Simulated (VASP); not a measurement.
# CdS (P3m1) in VASP: vibrations by perturbation theory with LDA

Aim: the vibrations by perturbation theory of CdS with LDA.

All numbers are computed with VASP 6.6.1; they aren't measurements. Logs are shortened: lines on timing, memory, paths and dates and some standing lists are left out, and cuts for length are marked.

### 1 The cell of the first run

Symmetry: P3m1, No. 156, trigonal system. Conventional cell: a = 4.261 Å, b = 4.261 Å, c = 5.804 Å, α = 90.00°, β = 90.00°, γ = 120.00°. Cd (site symmetry 3m) has 3 S at 2.46 Å within 3.2 Å. Within 3.2 Å of S (site symmetry 3m) lie 3 Cd at 2.46 Å.

### 2 Vibrations by perturbation theory, LDA

The input, INCAR:

```
SYSTEM = CdS
  PREC = Accurate
  ENCUT = 520
  EDIFF = 1E-8
  ISMEAR = 0
  SIGMA = 0.01
  LREAL = .False.
  LASPH = .True.
  NELM = 80
  ALGO = Normal
  ISIF = 2
  LWAVE = .False.
  LCHARG = .False.
  GGA = CA
  IBRION = 8
  NSW = 1
  LEPSILON = .True.
```

The input, KPOINTS:

```
regular mesh
0
Gamma
  6 6 4
  0 0 0
```

The input, POSCAR:

```
CdS
1.0
    4.2611700000      0.0000000000      0.0000000000
   -2.1305800000      3.6902800000      0.0000000000
    0.0000000000      0.0000000000      5.8041700000
Cd S
1 1
Direct
    0.0000000000      0.0000000000      0.4426900000
    0.6666666667      0.3333333333      0.4343100000
```

Potentials or basis: VASP PAW LDA potentials, release 64 (Cd, S).

On the command line:

```
$ cat potpaw_LDA.64/Cd/POTCAR potpaw_LDA.64/S/POTCAR > POTCAR
$ mpirun -np 1 vasp_std > vasp.out
```

OUTCAR:

```text
SYSTEM = CdS
   PREC = Accurate
   ENCUT = 520
   EDIFF = 1E-8
   ISMEAR = 0
   LREAL = .False.
   LASPH = .True.
   NELM = 80
   ISIF = 2
   GGA = CA
   IBRION = 8
   NSW = 1
   LEPSILON = .True.

 ion  position               nearest neighbor table
   1  0.000  0.000  0.443-   2 2.46   2 2.46   2 2.46
   2  0.667  0.333  0.434-   1 2.46   1 2.46   1 2.46

  LATTYP: Found a hexagonal cell.
 ALAT       =     4.2611700000
 C/A-ratio  =     1.3621071208

  Lattice vectors:

 A1 = (   4.2611700000,   0.0000000000,   0.0000000000)
 A2 = (  -2.1305800000,   3.6902800000,   0.0000000000)
 A3 = (   0.0000000000,   0.0000000000,   5.8041700000)

Analysis of symmetry for initial positions (statically):
=====================================================================
 Subroutine PRICEL returns:
 Original cell was already a primitive cell.

 Routine SETGRP: Setting up the symmetry group for a
 hexagonal supercell.

 Subroutine GETGRP returns: Found  6 space group operations
 (whereof  6 operations were pure point group operations)
 out of a pool of 24 trial point group operations.

The static configuration has the point symmetry C_3v.

Analysis of symmetry for dynamics (positions and initial velocities):
=====================================================================
 Subroutine PRICEL returns:
 Original cell was already a primitive cell.

 Routine SETGRP: Setting up the symmetry group for a
 hexagonal supercell.

 Subroutine GETGRP returns: Found  6 space group operations
 (whereof  6 operations were pure point group operations)
 out of a pool of 24 trial point group operations.

The dynamic configuration has the point symmetry C_3v.

 Subroutine INISYM returns: Found  6 space group operations
 (whereof  6 operations are pure point group operations),
 and found     1 'primitive' translations

----------------------------------------------------------------------------------------

                                     Primitive cell

  volume of cell :      91.2701

  direct lattice vectors                    reciprocal lattice vectors
     4.261170000  0.000000000  0.000000000     0.234677330  0.135490756  0.000000000
    -2.130580000  3.690280000  0.000000000     0.000000000  0.270982148  0.000000000
     0.000000000  0.000000000  5.804170000     0.000000000  0.000000000  0.172289923

  length of vectors
     4.261170000  4.261166227  5.804170000     0.270981908  0.270982148  0.172289923

  position of ions in fractional coordinates (direct lattice)
     0.000000000  0.000000000  0.442690000
     0.666666667  0.333333333  0.434310000

  ion indices of the primitive-cell ions
   primitive index   ion index
                 1           1
                 2           2

----------------------------------------------------------------------------------------

[... 546 lines left out ...]

--------------------------------------- Ionic step        2  -------------------------------------------

------------------------ aborting loop because EDIFF is reached ----------------------------------------

--------------------------------------- Ionic step        3  -------------------------------------------

------------------------ aborting loop because EDIFF is reached ----------------------------------------

 PIEZOELECTRIC TENSOR FIELD DIRECTION 3  (e Angst)
 -----------------------------------------------------------------------------
     0.01249  0.00000 -0.00000           (  0.00362  0.00000 -0.00000)
     0.00000  0.01249  0.00000           (  0.00000  0.00362  0.00000)
     0.00000  0.00000 -0.00824           ( -0.00000  0.00000  0.00554)

 PIEZOELECTRIC TENSOR FIELD DIRECTION 3  (C/m^2)
 -----------------------------------------------------------------------------
     0.00219  0.00000 -0.00000
     0.00000  0.00219  0.00000
     0.00000  0.00000 -0.00145

--------------------------------------- Ionic step        4  -------------------------------------------

------------------------ aborting loop because EDIFF is reached ----------------------------------------

[... ionic steps 5 to 5 ...]

--------------------------------------- Ionic step        6  -------------------------------------------

------------------------ aborting loop because EDIFF is reached ----------------------------------------

--------------------------------------- Ionic step        7  -------------------------------------------

------------------------ aborting loop because EDIFF is reached ----------------------------------------

[... ionic steps 8 to 8 ...]

--------------------------------------- Ionic step        9  -------------------------------------------

 Free energy of the ion-electron system (eV)
  ---------------------------------------------------
  ---------------------------------------------------
  free energy    TOTEN  =        -0.11725526 eV

  energy without entropy =       -0.11725526

------------------------ aborting loop because EDIFF is reached ----------------------------------------

 INTERNAL STRAIN TENSOR  FOR ION    2  DIRECTION 3   (eV/Angst):
 -----------------------------------------------------------------------------
     0.30047  0.00000  0.00000
     0.00000  0.30047  0.00000
    -0.00000 -0.00000  0.08397

 MACROSCOPIC STATIC DIELECTRIC TENSOR (including local field effects in DFT)
 ------------------------------------------------------
           7.258504     0.000010     0.000000
           0.000010     7.258498     0.000000
           0.000000     0.000000     1.865798
 ------------------------------------------------------

 PIEZOELECTRIC TENSOR (including local field effects)  for field in x, y, z        (e  Angst)
          XX          YY          ZZ          XY          YZ          ZX
  --------------------------------------------------------------------------------
  x    -0.00001     0.00000    -0.00000    -2.48187     0.00000     0.11909
  y    -2.48187     2.48187     0.00000     0.00000     0.11909     0.00000
  z     0.01249     0.01249    -0.00824     0.00000     0.00000    -0.00000

 PIEZOELECTRIC TENSOR (including local field effects)  for field in x, y, z        (C/m^2)
          XX          YY          ZZ          XY          YZ          ZX
  --------------------------------------------------------------------------------
  x    -0.00000     0.00000    -0.00000    -0.43567     0.00000     0.02091
  y    -0.43567     0.43567     0.00000     0.00000     0.02091     0.00000
  z     0.00219     0.00219    -0.00145     0.00000     0.00000    -0.00000

 BORN EFFECTIVE CHARGES (including local field effects) (in |e|, cummulative output)
 ---------------------------------------------------------------------------------
 ion    1
    1     2.97887     0.00000    -0.00000
    2     0.00000     2.97887     0.00000
    3     0.00000     0.00000     0.42934
 ion    2
    1    -2.97887    -0.00000     0.00000
    2    -0.00000    -2.97887    -0.00000
    3     0.00000     0.00000    -0.42934

 INTERNAL STRAIN TENSOR FOR ION    2 for displacements in x,y,z  (eV/Angst):
          X           Y           Z          XY          YZ          ZX
  --------------------------------------------------------------------------------
  x    -0.00003     0.00001     0.00000    -7.04166     0.00000     0.38913
  y    -7.04166     7.04166     0.00000     0.00001     0.28834     0.00000
  z     0.30047     0.30047     0.08397     0.00000     0.00000     0.00000

 SECOND DERIVATIVES (NOT SYMMETRIZED)
 ------------------------------------
               1X          1Y          1Z          2X          2Y          2Z
  1X    -6.953271   -0.000009    0.000000    6.953271    0.000009    0.000000
  1Y    -0.000009   -6.953265    0.000000    0.000009    6.953265    0.000000
  1Z    -0.000000   -0.000000   -0.519361    0.000000    0.000000    0.519361
  2X     6.940979    0.000009   -0.000000   -6.940979   -0.000009    0.000000
  2Y     0.000009    6.940974    0.000000   -0.000009   -6.940974    0.000000
  2Z     0.000000    0.000000    0.486102   -0.000000    0.000000   -0.486102

 Eigenvectors and eigenvalues of the dynamical matrix
 ----------------------------------------------------

   1 f  =    8.247441 THz    51.820202 2PiTHz  275.105029 cm-1    34.108661 meV
             X         Y         Z           dx          dy          dz
      0.000000  0.000000  2.569448     0.377448    0.282461    0.000000
      2.130587  1.230093  2.520809    -0.706081   -0.528392    0.000000
[... 21 lines left out ...]
   6 f/i=    0.030786 THz     0.193435 2PiTHz    1.026916 cm-1     0.127321 meV
             X         Y         Z           dx          dy          dz
      0.000000  0.000000  2.569448     0.000000    0.000000    0.875392
      2.130587  1.230093  2.520809     0.000000    0.000000    0.483413

--------------------------------------------------------------------------------------------------------

 MACROSCOPIC STATIC DIELECTRIC TENSOR IONIC CONTRIBUTION
 ------------------------------------------------------
           2.532417     0.000003    -0.000000
           0.000003     2.532415    -0.000000
          -0.000000    -0.000000     0.726569
 ------------------------------------------------------

 ELASTIC MODULI CONTR FROM IONIC RELAXATION (kBar)
 Direction    XX          YY          ZZ          XY          YZ          ZX
 --------------------------------------------------------------------------------
 XX        -132.1558    125.8558     -0.8049     -0.0002      5.7670      0.0000
 YY         125.8558   -132.1556     -0.8049     -0.0002     -5.7670     -0.0000
 ZZ          -0.8049     -0.8049     -0.2057     -0.0000      0.0000     -0.0000
 XY          -0.0002     -0.0002     -0.0000   -129.0058     -0.0000      6.7201
 YZ           5.7670     -5.7670      0.0000     -0.0000     -0.2578     -0.0000
 ZX           0.0000     -0.0000     -0.0000      6.7201     -0.0000     -0.3501
 --------------------------------------------------------------------------------

 PIEZOELECTRIC TENSOR IONIC CONTR  for field in x, y, z        (C/m^2)
          XX          YY          ZZ          XY          YZ          ZX
  --------------------------------------------------------------------------------
  x     0.00000    -0.00000    -0.00000     0.53783    -0.00000    -0.02802
  y     0.53783    -0.53783     0.00000    -0.00000    -0.02404    -0.00000
  z    -0.04502    -0.04502    -0.01150    -0.00000     0.00000     0.00000
```

Wall time 5.7 min (1 thread of Intel Xeon 6975P-C (Granite Rapids), shared host); peak memory 0.42 GiB.

Results:

| Property | Result |
| --- | --- |
| Electronic dielectric tensor (diagonal) | 7.26, 7.26, 1.87 |
| Born charges (mean of the diagonal) | Cd +2.13; S -2.13 e |
| Highest phonon frequency at Γ, LO-TO splitting left out | 275 cm⁻¹ |

Phonon frequencies in cm⁻¹ (negative: imaginary):
```tsv
q point	frequencies
(0.000, 0.000, 0.000)	-1 0 0 73 275 275
```

Electronic dielectric tensor:
```
7.26 0.00 0.00
0.00 7.26 0.00
0.00 0.00 1.87
```

Born effective charge tensors (e):
atom 1, Cd
```
2.98 0.00 0.00
0.00 2.98 0.00
0.00 0.00 0.43
```
atom 2, S
```
-2.98  0.00  0.00
 0.00 -2.98  0.00
 0.00  0.00 -0.43
```

Caveat: the cell stands under pressure or tension, which shifts response properties.
